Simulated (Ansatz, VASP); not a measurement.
MgO in VASP and in Ansatz

File INCAR:

```
SYSTEM = MgO
PREC = Accurate
ENCUT = 520
EDIFF = 1E-6
ISMEAR = 0
SIGMA = 0.05
LREAL = .False.
LASPH = .True.
NELM = 80
ALGO = Normal
ISIF = 2
LWAVE = .False.
LCHARG = .True.
GGA = PE
LELF = .True.
LVHAR = .True.
NBANDS = 11
```

The input KPOINTS:

```
Automatic mesh
0
Gamma
  10 10 10
  0 0 0
```

Contents of POSCAR:

```
MgO
1.0
    0.0000000000      2.1269229054      2.1269229054
    2.1269229054      0.0000000000      2.1269229054
    2.1269229054      2.1269229054      0.0000000000
Mg O
1 1
Direct
    0.0352622090     -0.0352622090      0.0352622090
    0.5000000000      0.5000000000      0.5000000000
```

Input for Ansatz:

```yaml
crystal:
  lattice:
    - [0.0, 2.1269229054, 2.1269229054]
    - [2.1269229054, 0.0, 2.1269229054]
    - [2.1269229054, 2.1269229054, 0.0]
  atoms:
    - { symbol: Mg, position: [0.035262209, -0.035262209, 0.035262209] }
    - { symbol: O, position: [0.5, 0.5, 0.5] }
basis:
  ecutwfc: 420
kpoints:
  mp_grid: { grid: [10, 10, 10] }
hamiltonian:
  xc: pbe
scf:
  occupations: { method: gaussian, width: 0.05 }
output:
  forces: true
  stress: true
  eigenvalues: true
```

Change from the starting cell: all Mg atoms moved +0.150 Å, as atom 1 along Cartesian [0 1 0].

Alike in both runs: task single point; functional PBE; k mesh 10 × 10 × 10; occupations gaussian, width 0.05 eV; no spin polarisation.

|  | VASP | Ansatz |
| --- | --- | --- |
| version | VASP 6.6.1 | Ansatz 0.2.0 |
| potentials or method | VASP PAW PBE potentials, release 64 (Mg, O), cutoff 520 eV | scalar-relativistic, plane waves, PAW |
| valence electrons in the cell | 8 | 16 |

Ansatz gave:

```
gap on the k mesh at the Fermi level (eV)                     : 4.46
least direct gap on the mesh (eV)                             : 4.46
pressure (GPa)                                                : 2.0
traceless stress, the component that is largest in VASP (GPa) : 4.90
rms of the force components (eV/Å)                            : 0.479
```

**Question.** Estimate VASP's values.

**Answer.** gap on the k mesh at the Fermi level (eV): 4.44; least direct gap on the mesh (eV): 4.44; pressure (GPa): 1.3; traceless stress, the component that is largest in VASP (GPa): 4.97; rms of the force components (eV/Å): 0.486.

Atom by atom the forces differ by 0.007 eV/Å (rms over components). VASP's potentials hold 8 valence electrons a cell and Ansatz's 16, so a difference there can come from the potentials and not from the codes.
